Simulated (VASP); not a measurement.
Here is a VASP 6.6.1 calculation.

Contents of INCAR:

```
SYSTEM = BaTiO3
ALGO = Normal
EDIFF = 1E-6
ENCUT = 520
GGA = PS
ISIF = 2
ISMEAR = -1
LASPH = .TRUE.
LCHARG = .FALSE.
LREAL = .FALSE.
LWAVE = .FALSE.
NBANDS = 28
NELM = 60
PREC = Accurate
SIGMA = 0.05
```

KPOINTS

```
k-points
0
G
  7 7 7
  0 0 0
```

File POSCAR:

```
BaTiO3
1.0
    2.8460914363      1.6431916568      2.3337475400
   -2.8460914363      1.6431916568      2.3337475400
    0.0000000000     -3.2863833137      2.3337475400
Ba Ti O
1 1 3
Direct
    0.0000000000      0.0000000000      0.0000000000
    0.4845000000      0.4845000000      0.4845000000
    0.5086000000      0.0175000000      0.5086000000
    0.0175000000      0.5086000000      0.5086000000
    0.5086000000      0.5086000000      0.0175000000
```

Potentials or basis: VASP PAW PBE potentials, release 64 (Ba_sv, Ti_sv, O).

Command:

```sh
$ cat potpaw_PBE.64/Ba_sv/POTCAR potpaw_PBE.64/Ti_sv/POTCAR potpaw_PBE.64/O/POTCAR > POTCAR
$ mpirun -np 1 vasp_std > vasp.out
```

Task: Predict the band gap on the k mesh.

Result: 2.35 eV (least direct gap 2.70 eV).

Task: Estimate the largest force.

Result: 0.131 eV/Å.

Forces on the atoms (eV/Å):
```
Ba   0.000  0.000 -0.131
Ti   0.000  0.000 -0.062
O   -0.030  0.017  0.065
O    0.030  0.017  0.065
O    0.000 -0.035  0.065
```

Caveat: the PAW data sets were made with another functional, which shifts forces and pressure a little; spin-orbit coupling is left out, which moves the levels of the heavy elements; an odd mesh through Γ misses points on the zone boundary, where band edges can lie.
